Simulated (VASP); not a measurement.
# Cl in VASP: further runs, part 2 of 2

VASP 6.6.1.

### Step 6. Single point, PBE

This run uses another cell than the first one, of 27.31 Å³/atom, 0.767 times its volume.

Input file INCAR:

```
SYSTEM = Cl
  PREC = Accurate
  ENCUT = 520
  EDIFF = 1E-6
  ISMEAR = -1
  SIGMA = 0.05
  LREAL = .False.
  LASPH = .True.
  NELM = 80
  ALGO = Normal
  ISIF = 2
  LWAVE = .False.
  LCHARG = .False.
  GGA = PE
  NBANDS = 22
```

Input file KPOINTS:

```
Automatic mesh
0
Gamma
  7 7 4
  0 0 0
```

Input file POSCAR:

```
Cl
1.0
    3.0807983119     -2.2040687446      0.0000000000
    3.0807983119      2.2040687446      0.0000000000
    0.0000000000      0.0000000000      8.0424019526
Cl
4
Direct
    0.3700000000      0.6300000000      0.4000000000
    0.1300000000      0.8700000000      0.9000000000
    0.6300000000      0.3700000000      0.6000000000
    0.8700000000      0.1300000000      0.1000000000
```

Potentials or basis: VASP PAW PBE potentials, release 64 (Cl).

The run is started by

```sh
cat potpaw_PBE.64/Cl/POTCAR > POTCAR
mpirun -np 1 vasp_std > vasp.out
```

OUTCAR:

```text
SYSTEM = Cl
   PREC = Accurate
   ENCUT = 520
   EDIFF = 1E-6
   ISMEAR = -1
   LREAL = .False.
   LASPH = .True.
   NELM = 80
   ISIF = 2
   GGA = PE

 ion  position               nearest neighbor table
   1  0.370  0.630  0.400-   3 1.98
   2  0.130  0.870  0.900-   4 1.98
   3  0.630  0.370  0.600-   1 1.98
   4  0.870  0.130  0.100-   2 1.98

  LATTYP: Found a base centered orthorhombic cell.
 ALAT       =     4.4081374892
 B/A-ratio  =     1.3977777778
 C/A-ratio  =     1.8244444445

  Lattice vectors:

 A1 = (  -3.0807983119,  -2.2040687446,   0.0000000000)
 A2 = (   3.0807983119,  -2.2040687446,   0.0000000000)
 A3 = (   0.0000000000,   0.0000000000,   8.0424019526)

Analysis of symmetry for initial positions (statically):
=====================================================================
 Subroutine PRICEL returns:
 Original cell was already a primitive cell.

 Routine SETGRP: Setting up the symmetry group for a
 base centered orthorhombic supercell.

 Subroutine GETGRP returns: Found  8 space group operations
 (whereof  4 operations were pure point group operations)
 out of a pool of  8 trial point group operations.

The static configuration has the point symmetry C_2h.
 The point group associated with its full space group is D_2h.

Analysis of symmetry for dynamics (positions and initial velocities):
=====================================================================
 Subroutine PRICEL returns:
 Original cell was already a primitive cell.

 Routine SETGRP: Setting up the symmetry group for a
 base centered orthorhombic supercell.

 Subroutine GETGRP returns: Found  8 space group operations
 (whereof  4 operations were pure point group operations)
 out of a pool of  8 trial point group operations.

The dynamic configuration has the point symmetry C_2h.
 The point group associated with its full space group is D_2h.

[... 118 lines left out ...]
   EFERMI_NEDOS =   21; number of points for ismear=-14 and -15
   IALGO  =     38    algorithm
   IMIX   =      4    mixing-type and parameters
     AMIX     =   0.40;   BMIX     =  1.00
     AMIX_MAG =   1.60;   BMIX_MAG =  1.00
  volume/ion in A,a.u.               =      27.31       184.26
  Fermi-wavevector in a.u.,A,eV,Ry     =   1.039983  1.965282 14.715572  1.081564
  Thomas-Fermi vector in A             =   2.174538
   LORBIT       =      0    0 simple, 1 ext, 2 COOP (PROOUT), +10 PAW based schemes
   GGA     = PE    functional components
   LHFCALC =     F    Hartree Fock is set to
   AEXX    =    0.0000 exact exchange contribution
   IVDW    =     0    specifies the selected vdW correction
   LEPSILON=     F    determine dielectric tensor
   LRPA    =     F    only Hartree local field effects (RPA)
 non-spin polarized calculation
  energy-cutoff  :      520.00
  volume of cell :      109.22
 maximum number of plane-waves:      2974
   NGX = 15   NGY = 15   NGZ = 29

 number of electron      27.9999995 magnetization

 Free energy of the ion-electron system (eV)
  ---------------------------------------------------
  ext. energy  EPLUGINS =         0.00000000
  ---------------------------------------------------
  free energy    TOTEN  =        -7.25765350 eV

  energy without entropy =       -7.25765350  energy(sigma->0) =       -7.25765350

 E-fermi :   1.0460     XC(G=0):  -8.0021

 val. band max:       -0.0870488412   @ k =  -0.4286   0.4286   0.0000
 cond. band min:       2.6870936348   @ k =   0.1429  -0.0000   0.0000
 fundamental gap:      2.7741424760
 Fermi energy:         1.0460165785

 k-point     1 :       0.0000    0.0000    0.0000
  band No.  band energies     occupation
      1     -17.0930      2.00000
      2     -16.8659      2.00000
      3     -12.7632      2.00000
      4     -12.1145      2.00000
      5      -5.6624      2.00000
      6      -4.7300      2.00000
[... 589 lines left out ...]
     21      10.5512      0.00000
     22      10.7527      0.00000

 [... further k-points ...]

------------------------ aborting loop because EDIFF is reached ----------------------------------------

  FORCE on cell =-STRESS in cart. coord.  units (eV):
  Direction    XX          YY          ZZ          XY          YZ          ZX
  --------------------------------------------------------------------------------------
  -------------------------------------------------------------------------------------
  Total        1.1468314      1.3924119      2.0474635      0.0000000      0.0000000      0.0000000
  in kB       16.8230990     20.4255670     30.0346502      0.0000000      0.0000000      0.0000000
  external PRESSURE =      22.4277721 kB  Pullay stress =       0.0000000 kB

 VOLUME and BASIS-vectors are now :
 -----------------------------------------------------------------------------
  energy-cutoff  :      520.00
  volume of cell :      109.22
      direct lattice vectors                 reciprocal lattice vectors
     3.080798312 -2.204068745  0.000000000     0.162295597 -0.226853178  0.000000000
     3.080798312  2.204068745  0.000000000     0.162295597  0.226853178  0.000000000
     0.000000000  0.000000000  8.042401953     0.000000000  0.000000000  0.124340963

 POSITION                                       TOTAL-FORCE (eV/Angst)
 -----------------------------------------------------------------------------------
      3.08080      0.57306      3.21696         0.000000      0.272305     -0.530805
      3.08080      1.63101      7.23816         0.000000     -0.272305     -0.530805
      3.08080     -0.57306      4.82544         0.000000     -0.272305      0.530805
      3.08080     -1.63101      0.80424         0.000000      0.272305      0.530805
 -----------------------------------------------------------------------------------
    total drift:                               -0.000000      0.000000      0.000000

  FREE ENERGIE OF THE ION-ELECTRON SYSTEM (eV)
  ---------------------------------------------------
  free  energy   TOTEN  =        -7.2576535011 eV

  energy  without entropy=       -7.2576535010  energy(sigma->0) =       -7.25765350
```

Run time: 55 s. Hardware: 1 thread of Oxide Virtual Turin-like, shared host; peak memory 0.2 GiB.

What came out:

```
Free energy            : -7.2577 eV
Pressure               : 2.2 GPa
Largest force          : 0.597 eV/Å
Band gap on the k mesh : 2.77 eV, indirect (least direct gap 2.84 eV)
```

Forces in eV/Å, atoms in the order of the input:
```
Cl   0.000  0.272 -0.531
Cl   0.000 -0.272 -0.531
Cl   0.000 -0.272  0.531
Cl   0.000  0.272  0.531
```

### Step 7. Overview

```csv
level,cell,k mesh,cutoff (eV),grid for exact exchange (PRECFOCK),gap on the mesh (eV),pressure (GPa),largest force (eV/Å)
PBE,"a = 4.525, b = 4.525, c = 8.334 Å, angles 90.0, 90.0, 56.6°, 4 atoms",7 × 7 × 4,520,-,2.34,-0.3,0.18
PBE,"a = 3.815, b = 3.815, c = 8.099 Å, angles 90.0, 90.0, 71.2°, 4 atoms",7 × 7 × 4,520,-,2.69,1.5,0.34
PBE,"a = 3.867, b = 3.867, c = 8.210 Å, angles 90.0, 90.0, 71.2°, 4 atoms",7 × 7 × 4,500,-,2.67,1.1,0.51
B3LYP,"a = 3.867, b = 3.867, c = 8.210 Å, angles 90.0, 90.0, 71.2°, 4 atoms",4 × 4 × 2,520,Normal,4.41,0.5,0.30
PBE,"a = 3.788, b = 3.788, c = 8.042 Å, angles 90.0, 90.0, 71.2°, 4 atoms",7 × 7 × 4,520,-,2.77,2.2,0.60
```

Some of these runs hold the atoms at other places in the same cell, which the table doesn't show; runs alike in all that it shows share one row.

Alike in all rows: task single point; potentials or basis VASP PAW PBE potentials, release 64 (Cl); no spin polarisation; smearing fermi-dirac 0.05 eV.

Caveats: some runs use coarse meshes; the PAW data sets were made with another functional, which shifts forces and pressure a little (some runs).

Absolute energies hang on the potentials; compare differences alone.
